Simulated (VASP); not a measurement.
# CuI (Pm-3n) in VASP: a series of runs, part 2 of 2

VASP 6.6.1. The steps go on from the part before.

### 3 Single point, PBE

File INCAR:

```
ALGO = Normal
EDIFF = 1E-7
ENCUT = 520
GGA = PE
ISIF = 2
ISMEAR = 0
LASPH = True
LCHARG = False
LREAL = False
LWAVE = False
NBANDS = 66
NELM = 100
PREC = Accurate
SIGMA = 0.1
```

File KPOINTS:

```
k-points
0
Gamma
  2 2 2
```

File POSCAR:

```
CuI
1.0
    7.5145652000      0.0000000000      0.0000000000
    0.0000000000      7.5145652000      0.0000000000
    0.0000000000      0.0000000000      7.5145652000
Cu I
6 6
Direct
    0.7500000000      0.5000000000      0.0000000000
    0.5000000000      0.0000000000      0.7500000000
    0.0000000000      0.7500000000      0.5000000000
    0.0000000000      0.2500000000      0.5000000000
    0.2500000000      0.5000000000      0.0000000000
    0.5000000000      0.0000000000      0.2500000000
    0.5000000000      0.7500000000      0.0000000000
    0.7500000000      0.0000000000      0.5000000000
    0.0000000000      0.5000000000      0.7500000000
    0.2500000000      0.0000000000      0.5000000000
    0.0000000000      0.5000000000      0.2500000000
    0.5000000000      0.2500000000      0.0000000000
```

Potentials or basis: VASP PAW PBE potentials, release 64 (Cu, I).

Started as:

```console
cat potpaw_PBE.64/Cu/POTCAR potpaw_PBE.64/I/POTCAR > POTCAR
mpirun -np 1 vasp_std > vasp.out
```

OUTCAR:

```text
EDIFF = 1E-7
   ENCUT = 520
   GGA = PE
   ISIF = 2
   ISMEAR = 0
   LASPH = True
   LREAL = False
   NELM = 100
   PREC = Accurate

 ion  position               nearest neighbor table
   1  0.750  0.500  0.000-   7 2.66   9 2.66  11 2.66  12 2.66
   2  0.500  0.000  0.750-   7 2.66   8 2.66  10 2.66  12 2.66
   3  0.000  0.750  0.500-   8 2.66   9 2.66  10 2.66  11 2.66
   4  0.000  0.250  0.500-   8 2.66   9 2.66  10 2.66  11 2.66
   5  0.250  0.500  0.000-   7 2.66   9 2.66  11 2.66  12 2.66
   6  0.500  0.000  0.250-   7 2.66   8 2.66  10 2.66  12 2.66
   7  0.500  0.750  0.000-   1 2.66   2 2.66   5 2.66   6 2.66
   8  0.750  0.000  0.500-   2 2.66   3 2.66   4 2.66   6 2.66
   9  0.000  0.500  0.750-   1 2.66   3 2.66   4 2.66   5 2.66
  10  0.250  0.000  0.500-   2 2.66   3 2.66   4 2.66   6 2.66
  11  0.000  0.500  0.250-   1 2.66   3 2.66   4 2.66   5 2.66
  12  0.500  0.250  0.000-   1 2.66   2 2.66   5 2.66   6 2.66

  LATTYP: Found a simple cubic cell.
[... 195 lines left out ...]
      3     -10.9856      2.00000
      4     -10.5237      2.00000
      5     -10.5237      2.00000
      6     -10.5237      2.00000
[... 265 lines left out ...]
     65       6.6653      0.00000
     66       6.6653      0.00000

------------------------ aborting loop because EDIFF is reached ----------------------------------------

  FORCE on cell =-STRESS in cart. coord.  units (eV):
  Direction    XX          YY          ZZ          XY          YZ          ZX
  --------------------------------------------------------------------------------------
  -------------------------------------------------------------------------------------
  Total        0.2261144      0.2261144      0.2261144     -0.0000000      0.0000000     -0.0000000
  in kB        0.8537430      0.8537430      0.8537430     -0.0000000      0.0000000     -0.0000000
  external PRESSURE =       0.8537430 kB  Pullay stress =       0.0000000 kB

 VOLUME and BASIS-vectors are now :
 -----------------------------------------------------------------------------
  energy-cutoff  :      520.00
  volume of cell :      424.34
      direct lattice vectors                 reciprocal lattice vectors
     7.514565200  0.000000000  0.000000000     0.133074898  0.000000000  0.000000000
     0.000000000  7.514565200  0.000000000     0.000000000  0.133074898  0.000000000
     0.000000000  0.000000000  7.514565200     0.000000000  0.000000000  0.133074898

 POSITION                                       TOTAL-FORCE (eV/Angst)
 -----------------------------------------------------------------------------------
      5.63592      3.75728      0.00000        -0.000000      0.000000     -0.000000
      3.75728      0.00000      5.63592        -0.000000     -0.000000      0.000000
      0.00000      5.63592      3.75728         0.000000      0.000000      0.000000
      0.00000      1.87864      3.75728        -0.000000     -0.000000     -0.000000
      1.87864      3.75728      0.00000         0.000000      0.000000      0.000000
      3.75728      0.00000      1.87864        -0.000000     -0.000000     -0.000000
      3.75728      5.63592      0.00000         0.000000     -0.000000     -0.000000
      5.63592      0.00000      3.75728         0.000000     -0.000000      0.000000
      0.00000      3.75728      5.63592        -0.000000     -0.000000     -0.000000
      1.87864      0.00000      3.75728        -0.000000     -0.000000     -0.000000
      0.00000      3.75728      1.87864         0.000000     -0.000000     -0.000000
      3.75728      1.87864      0.00000        -0.000000      0.000000      0.000000
 -----------------------------------------------------------------------------------
    total drift:                                0.000000     -0.000000      0.000000

  FREE ENERGIE OF THE ION-ELECTRON SYSTEM (eV)
  ---------------------------------------------------
  free  energy   TOTEN  =       -32.2475276500 eV

  energy  without entropy=      -32.2475276500  energy(sigma->0) =      -32.24752765
```

stdout:

```text
POSCAR found type information on POSCAR CuI
 POSCAR found :  2 types and      12 ions
 scaLAPACK will be used
 LDA part: xc-table for (Slater+PW92), standard interpolation
 POSCAR, INCAR and KPOINTS ok, starting setup
 FFT: planning ... GRIDC
 FFT: planning ... GRID_SOFT
 FFT: planning ... GRID
 WAVECAR not read
 entering main loop
```

Wall time 4.1 min (1 thread of Oxide Virtual Turin-like, shared host); peak memory 0.42 GiB.

What came out:

| Property | Result |
| --- | --- |
| Free energy | -32.2475 eV |
| Pressure | 0.1 GPa |
| Band gap on the k mesh | 1.21 eV |

Levels at points of the mesh, in eV from the valence-band top:
```
           k point  band 52  band 53  band 54  band 55  band 56  band 57
(0.00, 0.00, 0.00)     0.00     0.00     0.00     1.21     2.31     2.31
(0.50, 0.00, 0.00)    -0.60    -0.16    -0.16     2.23     2.23     2.76
(0.50, 0.50, 0.00)    -0.69    -0.69    -0.20     2.73     2.73     2.75
(0.50, 0.50, 0.50)    -0.92    -0.92    -0.92     3.52     3.52     3.52
```

Caveat: spin-orbit coupling is left out, which moves the levels of the heavy elements.

### 4 Single point, PBE

File INCAR:

```
PREC = Accurate
ENCUT = 520
EDIFF = 1E-6
ISMEAR = 0
SIGMA = 0.02
LREAL = F
LASPH = T
NELM = 80
ALGO = Normal
ISIF = 2
LWAVE = F
LCHARG = F
GGA = PE
NBANDS = 66
```

File KPOINTS:

```
regular mesh
0
Gamma
  4 4 4
```

POSCAR is that of step 3.

Potentials or basis: VASP PAW PBE potentials, release 64 (Cu, I).

Started as:

```console
cat potpaw_PBE.64/Cu/POTCAR potpaw_PBE.64/I/POTCAR > POTCAR
mpirun -np 1 vasp_std > vasp.out
```

OUTCAR:

```text
PREC = Accurate
   ENCUT = 520
   EDIFF = 1E-6
   ISMEAR = 0
   LREAL = F
   LASPH = T
   NELM = 80
   ISIF = 2
   GGA = PE

 ion  position               nearest neighbor table
   1  0.750  0.500  0.000-   7 2.66   9 2.66  11 2.66  12 2.66
   2  0.500  0.000  0.750-   7 2.66   8 2.66  10 2.66  12 2.66
   3  0.000  0.750  0.500-   8 2.66   9 2.66  10 2.66  11 2.66
   4  0.000  0.250  0.500-   8 2.66   9 2.66  10 2.66  11 2.66
   5  0.250  0.500  0.000-   7 2.66   9 2.66  11 2.66  12 2.66
[... 905 lines left out ...]

 VOLUME and BASIS-vectors are now :
 -----------------------------------------------------------------------------
  energy-cutoff  :      520.00
  volume of cell :      424.34
      direct lattice vectors                 reciprocal lattice vectors
     7.514565200  0.000000000  0.000000000     0.133074898  0.000000000  0.000000000
     0.000000000  7.514565200  0.000000000     0.000000000  0.133074898  0.000000000
     0.000000000  0.000000000  7.514565200     0.000000000  0.000000000  0.133074898

 POSITION                                       TOTAL-FORCE (eV/Angst)
 -----------------------------------------------------------------------------------
      5.63592      3.75728      0.00000        -0.000000      0.000000      0.000000
      3.75728      0.00000      5.63592         0.000000      0.000000      0.000000
      0.00000      5.63592      3.75728        -0.000000      0.000000     -0.000000
      0.00000      1.87864      3.75728         0.000000     -0.000000      0.000000
      1.87864      3.75728      0.00000         0.000000     -0.000000     -0.000000
      3.75728      0.00000      1.87864         0.000000      0.000000     -0.000000
      3.75728      5.63592      0.00000         0.000000     -0.000000      0.000000
      5.63592      0.00000      3.75728        -0.000000     -0.000000      0.000000
      0.00000      3.75728      5.63592         0.000000     -0.000000      0.000000
      1.87864      0.00000      3.75728         0.000000     -0.000000      0.000000
      0.00000      3.75728      1.87864         0.000000     -0.000000      0.000000
      3.75728      1.87864      0.00000        -0.000000     -0.000000      0.000000
 -----------------------------------------------------------------------------------
    total drift:                                0.000000     -0.000000      0.000000

  FREE ENERGIE OF THE ION-ELECTRON SYSTEM (eV)
  ---------------------------------------------------
  free  energy   TOTEN  =       -32.4337507295 eV

  energy  without entropy=      -32.4337507295  energy(sigma->0) =      -32.43375073
```

OSZICAR:

```text
N       E                     dE             d eps       ncg     rms          rms(c)
DAV:   1     0.992016761671E+03    0.99202E+03   -0.41869E+04  1320   0.165E+03
DAV:   2     0.119726719605E+03   -0.87229E+03   -0.84417E+03  1322   0.387E+02
DAV:   3    -0.203378205584E+02   -0.14006E+03   -0.13567E+03  1742   0.184E+02
DAV:   4    -0.334074481417E+02   -0.13070E+02   -0.12992E+02  2080   0.573E+01
DAV:   5    -0.336262042673E+02   -0.21876E+00   -0.21851E+00  2072   0.969E+00    0.129E+01
DAV:   6    -0.331353370913E+02    0.49087E+00   -0.23132E+01  1928   0.593E+01    0.827E+00
DAV:   7    -0.324329137045E+02    0.70242E+00   -0.55571E+00  1760   0.372E+01    0.435E+00
DAV:   8    -0.324669752663E+02   -0.34062E-01   -0.44661E-01  2048   0.446E+00    0.156E+00
DAV:   9    -0.324319223694E+02    0.35053E-01   -0.20926E-01  1824   0.644E+00    0.353E-01
DAV:  10    -0.324337993677E+02   -0.18770E-02   -0.14378E-02  1816   0.566E-01    0.139E-01
DAV:  11    -0.324339582081E+02   -0.15884E-03   -0.46912E-03  1782   0.944E-01    0.107E-01
DAV:  12    -0.324338306029E+02    0.12761E-03   -0.59095E-04  1942   0.295E-01    0.891E-02
DAV:  13    -0.324337537192E+02    0.76884E-04   -0.16273E-04  1940   0.135E-01    0.121E-02
DAV:  14    -0.324337527251E+02    0.99402E-06   -0.52998E-05  2088   0.636E-02    0.213E-02
DAV:  15    -0.324337514938E+02    0.12313E-05   -0.14275E-06  1046   0.123E-02    0.854E-03
DAV:  16    -0.324337507295E+02    0.76432E-06   -0.33349E-06  1148   0.780E-03
   1 F= -.32433751E+02 E0= -.32433751E+02  d E =-.781263E-15
```

stdout:

```text
POSCAR found type information on POSCAR CuI
 POSCAR found :  2 types and      12 ions
 scaLAPACK will be used
 LDA part: xc-table for (Slater+PW92), standard interpolation
 POSCAR, INCAR and KPOINTS ok, starting setup
 FFT: planning ... GRIDC
 FFT: planning ... GRID_SOFT
 FFT: planning ... GRID
 WAVECAR not read
 entering main loop
```

Run time: 9.5 min. Hardware: 1 thread of Oxide Virtual Turin-like, shared host; peak memory 0.5 GiB.

What came out:

```yaml
Free_energy: -32.4338 eV
Pressure: -0.1 GPa
Band_gap_on_the_k_mesh: 1.21 eV
```

Caveat: spin-orbit coupling is left out, which moves the levels of the heavy elements.
